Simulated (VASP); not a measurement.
# Mg8HO8 (a cell with a defect) in VASP: further runs

Runs on Mg8HO8 (a cell with a defect). Level: PBE. Tasks: relaxation of the atoms.

Everything below comes from runs of VASP 6.6.1. Logs are shortened: lines on timing, memory, paths and dates and some standing lists are left out, and cuts for length are marked.

## 1. The cell of the first run

The cell holds a defect, 17 atoms: a = 5.932 Å, b = 5.932 Å, c = 5.932 Å, α = 60.00°, β = 60.00°, γ = 60.00°.

## 2. Relaxation of the atoms, PBE

Contents of INCAR:

```
ALGO     = Normal         # electronic algorithm
EDIFF    = 1E-6           # SCF threshold, eV
EDIFFG   = -0.03          # ionic threshold
ENCUT    = 520            # plane-wave cutoff, eV
GGA      = PE             # functional
IBRION   = 2              # ionic algorithm
ISIF     = 2              # what is computed and relaxed
ISMEAR   = 0              # smearing method
LASPH    = T              # aspherical terms in the spheres
LCHARG   = F              # write CHGCAR
LREAL    = Auto         
LWAVE    = F              # write WAVECAR
NELECT   = 64.0         
NELM     = 80             # most SCF steps
NSW      = 80             # ionic steps
PREC     = Accurate       # precision mode
SIGMA    = 0.02           # smearing width, eV
```

Contents of KPOINTS:

```
k-points
0
Gamma
  2 2 2
```

Contents of POSCAR:

```
Mg8HO8
1.0
    0.0000000000      4.1948000000      4.1948000000
    4.1948000000      0.0000000000      4.1948000000
    4.1948000000      4.1948000000      0.0000000000
Mg O H
8 8 1
Direct
    0.0000000000      0.0000000000      0.0000000000
    0.0000000000      0.0000000000      0.5000000000
    0.0000000000      0.5000000000      0.0000000000
    0.0000000000      0.5000000000      0.5000000000
    0.5000000000      0.0000000000      0.0000000000
    0.5000000000      0.0000000000      0.5000000000
    0.5000000000      0.5000000000      0.0000000000
    0.5000000000      0.5000000000      0.5000000000
    0.2500000000      0.2500000000      0.2500000000
    0.2500000000      0.2500000000      0.7500000000
    0.2500000000      0.7500000000      0.2500000000
    0.2500000000      0.7500000000      0.7500000000
    0.7500000000      0.2500000000      0.2500000000
    0.7500000000      0.2500000000      0.7500000000
    0.7500000000      0.7500000000      0.2500000000
    0.7500000000      0.7500000000      0.7500000000
    0.6305557000      0.6296387000      0.6230878000
```

Potentials or basis: VASP PAW PBE potentials, release 64 (Mg, O, H).

The run is started by

```console
> cat potpaw_PBE.64/Mg/POTCAR potpaw_PBE.64/O/POTCAR potpaw_PBE.64/H/POTCAR > POTCAR
> mpirun -np 1 vasp_std > vasp.out
```

OUTCAR:

```text
EDIFF = 1E-6
   EDIFFG = -0.03
   ENCUT = 520
   GGA = PE
   IBRION = 2
   ISIF = 2
   ISMEAR = 0
   LASPH = T
   LREAL = Auto
   NELECT = 64.0
   NELM = 80
   NSW = 80
   PREC = Accurate

 ion  position               nearest neighbor table
   1  0.000  0.000  0.000-  10 2.10  11 2.10  12 2.10  13 2.10  14 2.10  15 2.10   2 2.97   3 2.97
                             5 2.97   2 2.97   4 2.97   6 2.97   3 2.97   4 2.97   7 2.97   5 2.97
   2  0.000  0.000  0.500-   9 2.10  11 2.10  12 2.10  13 2.10  14 2.10  16 2.10   1 2.97   4 2.97
                             6 2.97   1 2.97   3 2.97   5 2.97   3 2.97   4 2.97   8 2.97   5 2.97
   3  0.000  0.500  0.000-   9 2.10  10 2.10  12 2.10  13 2.10  15 2.10  16 2.10   1 2.97   4 2.97
                             7 2.97   2 2.97   4 2.97   8 2.97   1 2.97   2 2.97   5 2.97   5 2.97
   4  0.000  0.500  0.500-  17 1.79  10 2.10  11 2.10  14 2.10  15 2.10  16 2.10   9 2.10   3 2.97
                             8 2.97   2 2.97   1 2.97   3 2.97   7 2.97   1 2.97   2 2.97   6 2.97
   5  0.500  0.000  0.000-   9 2.10  10 2.10  11 2.10  14 2.10  15 2.10  16 2.10   1 2.97   6 2.97
                             7 2.97   2 2.97   6 2.97   8 2.97   3 2.97   7 2.97   8 2.97   1 2.97
   6  0.500  0.000  0.500-  17 1.79  10 2.10  12 2.10  13 2.10  15 2.10  16 2.10   9 2.10   5 2.97
                             8 2.97   2 2.97   1 2.97   5 2.97   7 2.97   4 2.97   7 2.97   8 2.97
   7  0.500  0.500  0.000-  17 1.83  11 2.10  12 2.10  13 2.10  14 2.10  16 2.10   9 2.10   5 2.97
                             8 2.97   3 2.97   4 2.97   6 2.97   8 2.97   1 2.97   5 2.97   6 2.97
   8  0.500  0.500  0.500-  17 1.86  11 2.10  12 2.10  13 2.10  14 2.10  15 2.10  10 2.10   6 2.97
                             7 2.97   4 2.97   3 2.97   5 2.97   7 2.97   2 2.97   5 2.97   6 2.97
   9  0.250  0.250  0.250-   2 2.10   3 2.10   4 2.10   5 2.10   6 2.10   7 2.10
  10  0.250  0.250  0.750-   1 2.10   3 2.10   4 2.10   5 2.10   6 2.10   8 2.10
  11  0.250  0.750  0.250-   1 2.10   2 2.10   4 2.10   5 2.10   7 2.10   8 2.10
  12  0.250  0.750  0.750-   1 2.10   2 2.10   3 2.10   6 2.10   7 2.10   8 2.10
  13  0.750  0.250  0.250-   1 2.10   2 2.10   3 2.10   6 2.10   7 2.10   8 2.10
  14  0.750  0.250  0.750-   1 2.10   2 2.10   4 2.10   5 2.10   7 2.10   8 2.10
  15  0.750  0.750  0.250-   1 2.10   3 2.10   4 2.10   5 2.10   6 2.10   8 2.10
  16  0.750  0.750  0.750-   2 2.10   3 2.10   4 2.10   5 2.10   6 2.10   7 2.10
  17  0.631  0.630  0.623-   4 1.79   6 1.79   7 1.83   8 1.86

  LATTYP: Found a face centered cubic cell.
 ALAT       =     8.3896000000

  Lattice vectors:

 A1 = (   0.0000000000,   4.1948000000,   4.1948000000)
 A2 = (   4.1948000000,   0.0000000000,   4.1948000000)
 A3 = (   4.1948000000,   4.1948000000,   0.0000000000)

Analysis of symmetry for initial positions (statically):
=====================================================================
 Subroutine PRICEL returns:
 Original cell was already a primitive cell.

 Routine SETGRP: Setting up the symmetry group for a
 face centered cubic supercell.

 Subroutine GETGRP returns: Found  1 space group operations
 (whereof  1 operations were pure point group operations)
 out of a pool of 48 trial point group operations.

The static configuration has the point symmetry C_1 .
[... 142 lines left out ...]
   EFERMI_NEDOS =   21; number of points for ismear=-14 and -15
   IALGO  =     38    algorithm
   IMIX   =      4    mixing-type and parameters
     AMIX     =   0.40;   BMIX     =  1.00
     AMIX_MAG =   1.60;   BMIX_MAG =  1.00
  volume/ion in A,a.u.               =       8.68        58.60
  Fermi-wavevector in a.u.,A,eV,Ry     =   1.239025  2.341419 20.887448  1.535184
  Thomas-Fermi vector in A             =   2.373526
   LORBIT       =      0    0 simple, 1 ext, 2 COOP (PROOUT), +10 PAW based schemes
   GGA     = PE    functional components
   LHFCALC =     F    Hartree Fock is set to
   AEXX    =    0.0000 exact exchange contribution
   IVDW    =     0    specifies the selected vdW correction
   LEPSILON=     F    determine dielectric tensor
   LRPA    =     F    only Hartree local field effects (RPA)
 conjugate gradient relaxation of ions
 non-spin polarized calculation
 Gauss-broadening in eV      SIGMA  =   0.02
  energy-cutoff  :      520.00
  volume of cell :      147.63
 maximum number of plane-waves:      3996
 NGX is ok and might be reduce to    48
   NGX = 23   NGY = 23   NGZ = 23

--------------------------------------- Ionic step        1  -------------------------------------------

 number of electron      64.0000029 magnetization

 Free energy of the ion-electron system (eV)
  ---------------------------------------------------
  ext. energy  EPLUGINS =         0.00000000
  ---------------------------------------------------
  free energy    TOTEN  =      -100.11691156 eV

  energy without entropy =     -100.11691156  energy(sigma->0) =     -100.11691156

------------------------ aborting loop because EDIFF is reached ----------------------------------------

  FORCE on cell =-STRESS in cart. coord.  units (eV):
  Direction    XX          YY          ZZ          XY          YZ          ZX
  --------------------------------------------------------------------------------------
  -------------------------------------------------------------------------------------
  Total        0.1350674      0.1344833      0.1248910     -0.6462310     -0.1677591     -0.2273967
  in kB        1.4658763      1.4595370      1.3554323     -7.0134963     -1.8206774     -2.4679189
  external PRESSURE =       1.4269485 kB  Pullay stress =       0.0000000 kB
[... 134 lines left out ...]
  FREE ENERGIE OF THE ION-ELECTRON SYSTEM (eV)
  ---------------------------------------------------
  free  energy   TOTEN  =      -100.7763364641 eV

  energy  without entropy=     -100.7763364641  energy(sigma->0) =     -100.77633646

[... ionic steps 4 to 44 ...]

--------------------------------------- Ionic step       45  -------------------------------------------

 number of electron      64.0000000 magnetization

------------------------ aborting loop because EDIFF is reached ----------------------------------------
[... 97 lines left out ...]
--------------------------------------- Ionic step       47  -------------------------------------------

 number of electron      64.0000001 magnetization

 Free energy of the ion-electron system (eV)
  ---------------------------------------------------
  ext. energy  EPLUGINS =         0.00000000
  ---------------------------------------------------
  free energy    TOTEN  =      -102.12477799 eV

  energy without entropy =     -102.12477799  energy(sigma->0) =     -102.12477799

 E-fermi :   3.5816     XC(G=0): -11.1111

 val. band max:        3.4168085383   @ k =   0.0000   0.0000   0.0000
 cond. band min:       7.7294559244   @ k =   0.0000   0.0000   0.0000
 fundamental gap:      4.3126473861
 Fermi energy:         3.5816423400

 k-point     1 :       0.0000    0.0000    0.0000
  band No.  band energies     occupation
      1     -16.5380      2.00000
      2     -13.6843      2.00000
      3     -12.7617      2.00000
      4     -12.4023      2.00000
      5     -12.3931      2.00000
      6     -12.3922      2.00000
[... 385 lines left out ...]
  FREE ENERGIE OF THE ION-ELECTRON SYSTEM (eV)
  ---------------------------------------------------
  free  energy   TOTEN  =      -102.1247779877 eV

  energy  without entropy=     -102.1247779877  energy(sigma->0) =     -102.12477799

 reached required accuracy - stopping structural energy minimisation
```

OSZICAR:

```text
N       E                     dE             d eps       ncg     rms          rms(c)
DAV:   1     0.356948595904E+03    0.35695E+03   -0.32440E+04   664   0.144E+03
DAV:   2    -0.857493607603E+02   -0.44270E+03   -0.42767E+03   818   0.301E+02
DAV:   3    -0.110597455654E+03   -0.24848E+02   -0.24714E+02   789   0.780E+01
[... 430 lines left out ...]
DAV:   1    -0.102124710978E+03   -0.48461E-04   -0.44306E-02   656   0.113E+00    0.390E-02
DAV:   2    -0.102124789012E+03   -0.78034E-04   -0.96879E-04   783   0.154E-01    0.222E-02
DAV:   3    -0.102124780589E+03    0.84237E-05   -0.10545E-05   791   0.205E-02    0.128E-02
DAV:   4    -0.102124777913E+03    0.26757E-05   -0.13248E-05   767   0.209E-02    0.317E-03
DAV:   5    -0.102124777988E+03   -0.74790E-07   -0.21965E-06   571   0.820E-03
  47 F= -.10212478E+03 E0= -.10212478E+03  d E =-.115638E-03
```

CONTCAR:

```text
Mg8HO8
   1.00000000000000
     0.0000000000000000    4.1947999999999999    4.1947999999999999
     4.1947999999999999    0.0000000000000000    4.1947999999999999
     4.1947999999999999    4.1947999999999999    0.0000000000000000
  Mg              O               H
     8     8     1
Direct
     0.9975385206591147    0.9974571094446095    0.9967588334927237
     0.0006258173977932    0.0005984898698960    0.4897184103754220
     0.0009699227497992    0.4899848832522439    0.0003370573141130
     0.0223626501521289    0.4806472827126055    0.4802248398275765
     0.4900687927992632    0.0009220904892990    0.0003276367156608
     0.4806867595398325    0.0223092381220430    0.4801986541562152
[... 9 lines left out ...]
     0.7471570748349414    0.7470375440295253    0.7469682034245912
     0.6795343770020696    0.6794718179850237    0.6788245436989527

  0.00000000E+00  0.00000000E+00  0.00000000E+00
  0.00000000E+00  0.00000000E+00  0.00000000E+00
  0.00000000E+00  0.00000000E+00  0.00000000E+00
  0.00000000E+00  0.00000000E+00  0.00000000E+00
  0.00000000E+00  0.00000000E+00  0.00000000E+00
  0.00000000E+00  0.00000000E+00  0.00000000E+00
[... 9 lines left out ...]
  0.00000000E+00  0.00000000E+00  0.00000000E+00
  0.00000000E+00  0.00000000E+00  0.00000000E+00
```

Wall time 33 min (1 thread of Intel Xeon Platinum 8559C (Emerald Rapids), shared host); peak memory 0.35 GiB.

Results:

```
Free energy                  : -102.1248 eV
Energy gained by relaxing    : 118.1 meV/atom
Ionic steps                  : 47
Largest force after relaxing : 0.026 eV/Å
```

Forces in eV/Å, atoms in the order of the input:
```
Mg   0.003  0.002 -0.013
Mg  -0.001  0.000  0.003
Mg   0.003 -0.015 -0.005
Mg   0.014 -0.003 -0.003
Mg  -0.015  0.003 -0.006
Mg  -0.002  0.016 -0.003
Mg  -0.009 -0.009  0.006
Mg   0.006  0.006  0.010
O    0.007  0.006 -0.002
O    0.004  0.003  0.016
O    0.001  0.006 -0.007
O    0.005  0.000  0.003
O    0.005  0.002 -0.007
O   -0.002  0.004  0.002
O   -0.014 -0.013  0.006
O    0.011  0.009  0.012
H   -0.016 -0.016 -0.013
```

Step by step:
```csv
step,energy change (eV),largest force (eV/Å),pressure (GPa)
1,0.0000,2.7389,0.14
3,-0.6594,0.6952,-0.04
5,-0.7140,0.2235,-0.10
7,-0.7473,0.6429,0.04
9,-1.1324,2.3490,1.97
11,-1.1520,2.3349,2.14
13,-1.2017,2.1265,2.77
15,-1.2168,1.7636,3.32
17,-1.3663,1.6747,2.98
19,-1.6491,0.8177,2.89
21,-1.7000,0.7747,2.71
23,-1.7795,1.0899,2.53
25,-1.8692,1.3187,1.73
27,-1.9489,0.5377,2.38
29,-1.9884,0.3766,2.13
31,-1.9957,0.2713,2.26
33,-2.0018,0.1183,2.17
35,-2.0043,0.1176,2.21
37,-2.0053,0.1415,2.19
39,-2.0061,0.0572,2.21
41,-2.0066,0.0791,2.18
43,-2.0069,0.0832,2.17
45,-2.0075,0.0302,2.17
47,-2.0079,0.0258,2.17
```

Final structure:
```
Mg O H
1.0
     0.00000    4.19480    4.19480
     4.19480    0.00000    4.19480
     4.19480    4.19480    0.00000
Mg O H
8 8 1
Direct
  0.99754 0.99746 0.99676
  0.00063 0.00060 0.48972
  0.00097 0.48998 0.00034
  0.02236 0.48065 0.48022
  0.49007 0.00092 0.00033
  0.48069 0.02231 0.48020
  0.48088 0.48085 0.02196
  0.49888 0.49884 0.49857
  0.24399 0.24394 0.24335
  0.24809 0.24797 0.74420
  0.24827 0.74474 0.24765
  0.25147 0.74755 0.74731
  0.74476 0.24823 0.24767
  0.74761 0.25146 0.74733
  0.74766 0.74763 0.25168
  0.74716 0.74704 0.74697
  0.67953 0.67947 0.67882
```

Caveat: the k points lie up to 0.65 Å⁻¹ apart; the cell carries a net charge on a neutralising background, which shifts energy and pressure; the cell is charged against a uniform background, so pressure and absolute levels hang on convention.

(Part 1 of 2 ends here.)
